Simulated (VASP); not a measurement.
# AgPbF4: relaxation of cell and atoms with PBE

The system is AgPbF4.

```
CELL_PARAMETERS angstrom
4.03446 0.00000 0.00000
-2.01723 3.49395 0.00000
0.00000 0.00000 5.92501
ATOMIC_POSITIONS crystal
Ag 0.00000 0.00000 0.50000
Pb 0.00000 0.00000 0.00000
F 0.33333 0.66667 0.23608
F 0.33333 0.66667 0.76392
F 0.66667 0.33333 0.23608
F 0.66667 0.33333 0.76392
```

```
Program                : VASP 6.6.1
Task                   : relaxation of cell and atoms
Functional             : PBE
Potentials or basis    : VASP PAW PBE potentials, release 64 (Ag, Pb_d, F)
Cutoff                 : 600 eV
k mesh                 : 12 × 12 × 6
Occupations            : gaussian, width 0.1 eV
Spin                   : no spin polarisation
Dipole correction      : no
Further INCAR settings : ALGO = Normal; EDIFF = 1e-06; IBRION = 2; EDIFFG = -0.01; NSW = 100; ISIF = 3
```

The relaxed volume is 13.97 Å³/atom, the relaxed cell is a = 4.040 Å, b = 4.040 Å, c = 5.931 Å, α = 90.00°, β = 90.00°, γ = 120.00° and the space group after relaxing (to 0.05 Å) is P6/mmm (No. 191). The energy gained by relaxing is 0.3 meV/atom and the ionic steps are 7. The pressure after relaxing is 0.0 GPa and the largest force after relaxing is 0.004 eV/Å.

Forces on the atoms (eV/Å):
```
Ag   0.000  0.000  0.000
Pb   0.000  0.000  0.000
F    0.000  0.000  0.004
F    0.000  0.000 -0.004
F    0.000  0.000  0.004
F    0.000  0.000 -0.004
```

Step by step:
```csv
step,energy change (eV),largest force (eV/Å),pressure (GPa),volume (Å³)
1,0.0000,0.0433,0.17,83.52
2,-0.0005,0.0384,0.05,83.70
3,-0.0008,0.0331,-0.09,83.88
4,-0.0006,0.0228,-0.36,84.24
5,-0.0008,0.0293,-0.20,84.01
6,-0.0012,0.0230,-0.14,83.96
7,-0.0017,0.0037,-0.02,83.83
```

Final structure:
```yaml
crystal:
  lattice:
    - [4.03990, 0.00000, 0.00000]
    - [-2.01995, 3.49866, 0.00000]
    - [0.00000, 0.00000, 5.93079]
  atoms:
    - { symbol: Ag, position: [0.00000, 0.00000, 0.50000] }
    - { symbol: Pb, position: [0.00000, 0.00000, 0.00000] }
    - { symbol: F, position: [0.33333, 0.66667, 0.23890] }
    - { symbol: F, position: [0.33333, 0.66667, 0.76110] }
    - { symbol: F, position: [0.66667, 0.33333, 0.23890] }
    - { symbol: F, position: [0.66667, 0.33333, 0.76110] }
```

Levels at points of the mesh, in eV from the Fermi level:
| k point | band 25 | band 26 | band 27 | band 28 | band 29 | band 30 |
| --- | --- | --- | --- | --- | --- | --- |
| (0.00, 0.00, 0.00) | -0.57 | -0.04 | -0.04 | 3.41 | 4.94 | 7.69 |
| (0.50, 0.00, 0.00) | -0.32 | -0.19 | 0.00 | 4.94 | 5.27 | 5.28 |
| (0.00, 0.00, 0.50) | -0.72 | -0.27 | -0.27 | 2.19 | 7.79 | 7.79 |
| (0.50, 0.00, 0.50) | -0.48 | -0.22 | 0.02 | 4.05 | 5.90 | 7.20 |

Wall time 13 min on 1 thread of Intel(R) Xeon(R) Platinum 8175M CPU @ 2.50GHz (Skylake/Cascade Lake), on a shared host, peak memory 0.39 GiB.

Caveat: spin-orbit coupling is left out, which moves the levels of the heavy elements; an odd number of electrons without spin polarisation forces a metal; a magnetic or distorted state may lie lower.
